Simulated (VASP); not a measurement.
# TaSi (WC type): single point with PBE

The system is TaSi (WC type).

```
CELL_PARAMETERS angstrom
3.05138 0.00000 0.00000
-1.52569 2.64257 0.00000
0.00000 0.00000 4.01291
ATOMIC_POSITIONS crystal
Ta 0.00000 0.00000 0.00000
Si 0.33333 0.66667 0.50000
```

```
Program             : VASP 6.6.1
Task                : single point
Functional          : PBE
Potentials or basis : VASP PAW PBE potentials, release 64 (Ta_pv, Si)
Cutoff              : 520 eV
k mesh              : 13 × 13 × 12
Occupations         : fermi-dirac, width 0.05 eV
Spin                : no spin polarisation
```

* Pressure: -0.9 GPa

Levels at points of the mesh, in eV from the Fermi level:
```
           k point  band 4  band 5  band 6  band 7  band 8  band 9  band 10  band 11
(0.00, 0.00, 0.00)  -11.80   -3.91   -1.72    0.02    0.02    2.73     2.73     7.17
(0.00, 0.00, 0.50)   -9.86   -7.55   -0.39    0.37    0.37    1.60     1.60     6.97
```

It took 20 s on 1 thread of Intel(R) Xeon(R) Platinum 8559C (Emerald Rapids) (shared host), peak memory 0.19 GiB.

Caveat: spin-orbit coupling is left out, which moves the levels of the heavy elements.
